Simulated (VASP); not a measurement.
# Si in VASP: single point with PBE+D3(BJ)

Aim: the single point of Si with PBE+D3(BJ).

Program: VASP 6.6.1. These are calculated values, not measurements. Logs are shortened: lines on timing, memory, paths and dates and some standing lists are left out, and cuts for length are marked.

## (1) The cell of the first run

The cell holds a slab with vacuum, 4 atoms: a = 3.848 Å, b = 3.848 Å, c = 18.442 Å, α = 90.00°, β = 90.00°, γ = 120.00°.

## (2) Single point, PBE+D3(BJ)

Input file INCAR:

```
ALGO = Normal ; DIPOL = 0.5 0.5 0.378
EDIFF = 1E-7 ; ENCUT = 520
GGA = PE ; IDIPOL = 3
ISIF = 2 ; ISMEAR = 0
IVDW = 12 ; LASPH = True
LCHARG = True ; LDIPOL = True
LELF = True ; LREAL = False
LVACPOTAV = True ; LVHAR = True
LWAVE = False ; NBANDS = 16
NELM = 60 ; PREC = Accurate
SIGMA = 0.1
```

Input file KPOINTS:

```
k-points
0
Gamma
  9 9 1
```

Input file POSCAR:

```
Si
1.0
    3.8475254748      0.0000000000      0.0000000000
   -1.9237627374      3.3320548028      0.0000000000
    0.0000000000      0.0000000000     18.4415958287
Si
4
Direct
    0.3333333333      0.6666666667      0.2695427207
    0.6666666667      0.3333333333      0.2440135898
    1.0000000000      1.0000000000      0.5119728204
    0.6666666667      1.3333333333      0.4864436895
```

Potentials or basis: VASP PAW PBE potentials, release 64 (Si).

Run with:

```bash
$ cat potpaw_PBE.64/Si/POTCAR > POTCAR
$ mpirun -np 1 vasp_std > vasp.out
```

OUTCAR:

```text
EDIFF = 1E-7
   ENCUT = 520
   GGA = PE
   ISIF = 2
   ISMEAR = 0
   IVDW = 12
   LASPH = True
   LREAL = False
   NELM = 60
   PREC = Accurate
 IVDW          = 12

 ion  position               nearest neighbor table
   1  0.333  0.667  0.270-   2 2.27   2 2.27   2 2.27
   2  0.667  0.333  0.244-   1 2.27   1 2.27   1 2.27
   3  0.000  0.000  0.512-   4 2.27   4 2.27   4 2.27
   4  0.667  0.333  0.486-   3 2.27   3 2.27   3 2.27

  LATTYP: Found a hexagonal cell.
 ALAT       =     3.8475254748
 C/A-ratio  =     4.7931055816

  Lattice vectors:

 A1 = (   3.8475254748,   0.0000000000,   0.0000000000)
 A2 = (  -1.9237627374,   3.3320548028,   0.0000000000)
 A3 = (   0.0000000000,   0.0000000000,  18.4415958287)

Analysis of symmetry for initial positions (statically):
=====================================================================
 Subroutine PRICEL returns:
 Original cell was already a primitive cell.

 Routine SETGRP: Setting up the symmetry group for a
 hexagonal supercell.

 Subroutine GETGRP returns: Found  6 space group operations
 (whereof  6 operations were pure point group operations)
 out of a pool of 24 trial point group operations.

The static configuration has the point symmetry C_3v.

Analysis of symmetry for dynamics (positions and initial velocities):
=====================================================================
 Subroutine PRICEL returns:
 Original cell was already a primitive cell.

 Routine SETGRP: Setting up the symmetry group for a
 hexagonal supercell.

 Subroutine GETGRP returns: Found  6 space group operations
 (whereof  6 operations were pure point group operations)
 out of a pool of 24 trial point group operations.

The dynamic configuration has the point symmetry C_3v.

 Subroutine INISYM returns: Found  6 space group operations
 (whereof  6 operations are pure point group operations),
 and found     1 'primitive' translations

----------------------------------------------------------------------------------------

                                     Primitive cell

  volume of cell :     236.4243

  direct lattice vectors                    reciprocal lattice vectors
     3.847525475  0.000000000  0.000000000     0.259907311  0.150057556  0.000000000
    -1.923762737  3.332054803  0.000000000     0.000000000  0.300115112  0.000000000
     0.000000000  0.000000000 18.441595829     0.000000000  0.000000000  0.054225242

  length of vectors
     3.847525475  3.847525475 18.441595829     0.300115112  0.300115112  0.054225242

  position of ions in fractional coordinates (direct lattice)
     0.333333333  0.666666667  0.269542721
     0.666666667  0.333333333  0.244013590
     0.000000000  0.000000000  0.511972820
     0.666666667  0.333333333  0.486443689

  ion indices of the primitive-cell ions
   primitive index   ion index
                 1           1
                 2           2
                 3           3
                 4           4

----------------------------------------------------------------------------------------

 KPOINTS: k-points

Automatic generation of k-mesh.
 Grid dimensions read from file:
 generate k-points for:    9    9    1

 Generating k-lattice:

  Cartesian coordinates                     Fractional coordinates (reciprocal lattice)
     0.028878590  0.016673062  0.000000000     0.111111111  0.000000000  0.000000000
     0.000000000  0.033346124  0.000000000     0.000000000  0.111111111  0.000000000
     0.000000000  0.000000000  0.054225242     0.000000000  0.000000000  1.000000000

  Length of vectors
     0.033346124  0.033346124  0.054225242

  Shift w.r.t. Gamma in fractional coordinates (k-lattice)
     0.000000000  0.000000000  0.000000000

 Subroutine IBZKPT returns following result:
 ===========================================

 Found     12 irreducible k-points:

 Following reciprocal coordinates:
            Coordinates               Weight
  0.000000  0.000000  0.000000      1.000000
  0.111111  0.000000  0.000000      6.000000
  0.222222  0.000000  0.000000      6.000000
  0.333333  0.000000  0.000000      6.000000
  0.444444  0.000000  0.000000      6.000000
  0.111111  0.111111  0.000000      6.000000
  0.222222  0.111111  0.000000     12.000000
  0.333333  0.111111  0.000000     12.000000
  0.444444  0.111111  0.000000      6.000000
  0.222222  0.222222  0.000000      6.000000
  0.333333  0.222222  0.000000     12.000000
  0.333333  0.333333  0.000000      2.000000
   k-points           NKPTS =     12   k-points in BZ     NKDIM =     12   number of bands    NBANDS=     16
   number of dos      NEDOS =    301   number of ions     NIONS =      4
   total plane-waves  NPLWV = 126000
   dimension x,y,z NGX =    30 NGY =   30 NGZ =  140
   dimension x,y,z NGXF=    60 NGYF=   60 NGZF=  280
   ions per type =               4
   NGX,Y,Z   is equivalent  to a cutoff of  12.96, 12.96, 12.62 a.u.
   NGXF,Y,Z  is equivalent  to a cutoff of  25.93, 25.93, 25.24 a.u.
 SYSTEM =  unknown system
   PREC   = accura    normal or accurate (medium, high low for compatibility)
   ISTART =      0    job   : 0-new  1-cont  2-samecut
   ICHARG =      2    charge: 1-file 2-atom 10-const
   ISPIN  =      1    spin polarized calculation?
   LNONCOLLINEAR =      F non collinear calculations
   LSORBIT =      F    spin-orbit coupling
   LASPH  =      T    aspherical Exc in radial PAW
   ENCUT  =  520.0 eV  38.22 Ry    6.18 a.u.   7.15  7.15 34.29*2*pi/ulx,y,z
   NELM   =     60;   NELMIN=  2; NELMDL= -5     # of ELM steps
   EDIFF  = 0.1E-06   stopping-criterion for ELM
   LREAL  =      F    real-space projection
   EDIFFG = 0.1E-05   stopping-criterion for IOM
   NSW    =      0    number of steps for IOM
   IBRION =     -1    ionic relax: 0-MD 1-quasi-New 2-CG
   NFREE  =      0    steps in history (QN), initial steepest desc. (CG)
   ISIF   =      2    stress and relaxation
   ISYM   =      2    0-nonsym 1-usesym 2-fastsym
   POTIM  = 0.5000    time-step for ionic-motion
   TEBEG  =    0.0;   TEEND  =   0.0 temperature during run
   PSTRESS=    0.0 pullay stress
   NELECT =      16.0000    total number of electrons
   NUPDOWN=      -1.0000    fix difference up-down
   EMIN   =  10.00;   EMAX   =-10.00  energy-range for DOS
   EFERMI =   0.00;   METHOD = LEGACY
   ISMEAR =     0;   SIGMA  =   0.10  broadening in eV -4-tet -1-fermi 0-gaus
   EFERMI_NEDOS =   21; number of points for ismear=-14 and -15
   IALGO  =     38    algorithm
   IMIX   =      4    mixing-type and parameters
     AMIX     =   0.40;   BMIX     =  1.00
     AMIX_MAG =   1.60;   BMIX_MAG =  1.00
  volume/ion in A,a.u.               =      59.11       398.87
  Fermi-wavevector in a.u.,A,eV,Ry     =   0.667141  1.260713  6.055637  0.445077
  Thomas-Fermi vector in A             =   1.741657
   LORBIT       =      0    0 simple, 1 ext, 2 COOP (PROOUT), +10 PAW based schemes
   GGA     = PE    functional components
   LHFCALC =     F    Hartree Fock is set to
   AEXX    =    0.0000 exact exchange contribution
   IVDW    =    12    specifies the selected vdW correction
   LEPSILON=     F    determine dielectric tensor
   LRPA    =     F    only Hartree local field effects (RPA)
 non-spin polarized calculation
 Gauss-broadening in eV      SIGMA  =   0.10
  energy-cutoff  :      520.00
  volume of cell :      236.42
 maximum number of plane-waves:      6399
 NGX is ok and might be reduce to    30
   NGX = 15   NGY = 15   NGZ = 69

 dipolmoment           0.000000      0.000000     -0.000011 electrons x Angstroem

 number of electron      16.0000002 magnetization

 dipolmoment           0.000000      0.000000      0.004265 electrons x Angstroem

 Free energy of the ion-electron system (eV)
  ---------------------------------------------------
  ext. energy  EPLUGINS =         0.00000000
  ---------------------------------------------------
  free energy    TOTEN  =       -19.16824135 eV

  energy without entropy =      -19.16569583  energy(sigma->0) =      -19.16696859

 E-fermi :  -1.0182     XC(G=0):  -4.2289

 val. band max:       -1.0482822990   @ k =   0.3333   0.3333   0.0000
 cond. band min:      -0.9881711730   @ k =   0.3333   0.3333   0.0000
 fundamental gap:      0.0601111260
 Fermi energy:        -1.0182265418

 k-point     1 :       0.0000    0.0000    0.0000
  band No.  band energies     occupation
      1     -12.1521      2.00000
      2     -12.0543      2.00000
      3      -4.5975      2.00000
      4      -3.7984      2.00000
      5      -2.2091      2.00000
      6      -2.2091      2.00000
[... 8 lines left out ...]
     15       2.0714      0.00000
     16       2.4941      0.00000

 k-point     2 :       0.1111    0.0000    0.0000
  band No.  band energies     occupation
      1     -12.0064      2.00000
      2     -11.9090      2.00000
      3      -4.4855      2.00000
      4      -3.7604      2.00000
      5      -3.1582      2.00000
      6      -3.1025      2.00000
[... 8 lines left out ...]
     15       2.5836      0.00000
     16       2.5977      0.00000

 k-point     3 :       0.2222    0.0000    0.0000
  band No.  band energies     occupation
      1     -11.5750      2.00000
      2     -11.4794      2.00000
      3      -5.0451      2.00000
      4      -4.9914      2.00000
      5      -3.9015      2.00000
      6      -3.1675      2.00000
[... 8 lines left out ...]
     15       3.8325      0.00000
     16       3.8917      0.00000

 k-point     4 :       0.3333    0.0000    0.0000
  band No.  band energies     occupation
      1     -10.8850      2.00000
      2     -10.7941      2.00000
      3      -6.6667      2.00000
      4      -6.5954      2.00000
      5      -3.3648      2.00000
      6      -3.3020      2.00000
[... 8 lines left out ...]
     15       5.0430      0.00000
     16       5.1815      0.00000

 k-point     5 :       0.4444    0.0000    0.0000
  band No.  band energies     occupation
      1     -10.0768      2.00000
      2     -10.0035      2.00000
      3      -7.9583      2.00000
      4      -7.8946      2.00000
      5      -3.5930      2.00000
      6      -3.5285      2.00000
[... 8 lines left out ...]
     15       5.3235      0.00000
     16       5.6415      0.00000

 k-point     6 :       0.1111    0.1111    0.0000
  band No.  band energies     occupation
      1     -11.7175      2.00000
      2     -11.6213      2.00000
      3      -4.5948      2.00000
      4      -4.4966      2.00000
      5      -3.9219      2.00000
      6      -3.2691      2.00000
[... 8 lines left out ...]
     15       3.7528      0.00000
     16       3.8491      0.00000

 k-point     7 :       0.2222    0.1111    0.0000
  band No.  band energies     occupation
      1     -11.1531      2.00000
      2     -11.0599      2.00000
      3      -5.9718      2.00000
      4      -5.9165      2.00000
      5      -3.6718      2.00000
      6      -3.6280      2.00000
[... 8 lines left out ...]
     15       3.7109      0.00000
     16       4.0376      0.00000

 k-point     8 :       0.3333    0.1111    0.0000
  band No.  band energies     occupation
      1     -10.3671      2.00000
      2     -10.2818      2.00000
      3      -7.4032      2.00000
      4      -7.3361      2.00000
      5      -4.1002      2.00000
      6      -4.0388      2.00000
[... 8 lines left out ...]
     15       4.7472      0.00000
     16       5.0948      0.00000

 k-point     9 :       0.4444    0.1111    0.0000
  band No.  band energies     occupation
      1      -9.7612      2.00000
      2      -9.7039      2.00000
      3      -8.2123      2.00000
      4      -8.1677      2.00000
      5      -4.2459      2.00000
      6      -4.1816      2.00000
[... 8 lines left out ...]
     15       5.0640      0.00000
     16       5.2641      0.00000

 k-point    10 :       0.2222    0.2222    0.0000
  band No.  band energies     occupation
      1     -10.4759      2.00000
      2     -10.3874      2.00000
      3      -7.0312      2.00000
      4      -6.9793      2.00000
      5      -4.5802      2.00000
      6      -4.5352      2.00000
[... 8 lines left out ...]
     15       3.7733      0.00000
     16       3.9655      0.00000

 k-point    11 :       0.3333    0.2222    0.0000
  band No.  band energies     occupation
      1      -9.6485      2.00000
      2      -9.5746      2.00000
      3      -8.0885      2.00000
      4      -8.0353      2.00000
      5      -5.0769      2.00000
      6      -5.0288      2.00000
[... 8 lines left out ...]
     15       4.7041      0.00000
     16       5.0993      0.00000

 k-point    12 :       0.3333    0.3333    0.0000
  band No.  band energies     occupation
      1      -8.8589      2.00000
      2      -8.8248      2.00000
      3      -8.7859      2.00000
      4      -8.7685      2.00000
      5      -5.4815      2.00000
      6      -5.4481      2.00000
[... 8 lines left out ...]
     15       5.0151      0.00000
     16       5.3107      0.00000

------------------------ aborting loop because EDIFF is reached ----------------------------------------

 Edisp (eV)   -0.96303

 E8    (eV) :    -0.4086

  FORCE on cell =-STRESS in cart. coord.  units (eV):
  Direction    XX          YY          ZZ          XY          YZ          ZX
  --------------------------------------------------------------------------------------
  -------------------------------------------------------------------------------------
  Total      -0.14249    -0.14249    -0.87157     0.00000     0.00000    -0.00000
  in kB      -0.96561    -0.96561    -5.90636     0.00000     0.00000    -0.00000
  external pressure =       -2.61 kB  Pullay stress =        0.00 kB

 VOLUME and BASIS-vectors are now :
 -----------------------------------------------------------------------------
  energy-cutoff  :      520.00
  volume of cell :      236.42
      direct lattice vectors                 reciprocal lattice vectors
     3.847525475  0.000000000  0.000000000     0.259907311  0.150057556  0.000000000
    -1.923762737  3.332054803  0.000000000     0.000000000  0.300115112  0.000000000
     0.000000000  0.000000000 18.441595829     0.000000000  0.000000000  0.054225242

 POSITION                                       TOTAL-FORCE (eV/Angst)
 -----------------------------------------------------------------------------------
     -0.00000      2.22137      4.97080         0.000000      0.000000      0.127847
      1.92376      1.11068      4.50000        -0.000000      0.000000      0.071681
      0.00000      0.00000      9.44160        -0.000000      0.000000     -0.034631
      1.92376      1.11068      8.97080         0.000000     -0.000000     -0.164898
 -----------------------------------------------------------------------------------
    total drift:                                0.000000      0.000000      0.000112

  FREE ENERGIE OF THE ION-ELECTRON SYSTEM (eV)
  ---------------------------------------------------
  free  energy   TOTEN  =       -20.1312728185 eV

  energy  without entropy=      -20.1287272958  energy(sigma->0) =      -20.13000006

 vacuum level on the upper side and lower side of the slab         3.638         3.577
```

Run time: 45 s. Hardware: 1 thread of Intel Xeon 6975P-C (Granite Rapids), shared host; peak memory 0.34 GiB.

What came out:

| Property | Result |
| --- | --- |
| Free energy | -20.1313 eV |
| Largest force | 0.165 eV/Å |
| Band gap on the k mesh | 0.06 eV, direct |
| Dispersion energy per atom | -0.241 eV |

Forces on the atoms (eV/Å):
```
Si   0.000  0.000  0.128
Si   0.000  0.000  0.072
Si   0.000  0.000 -0.035
Si   0.000  0.000 -0.165
```
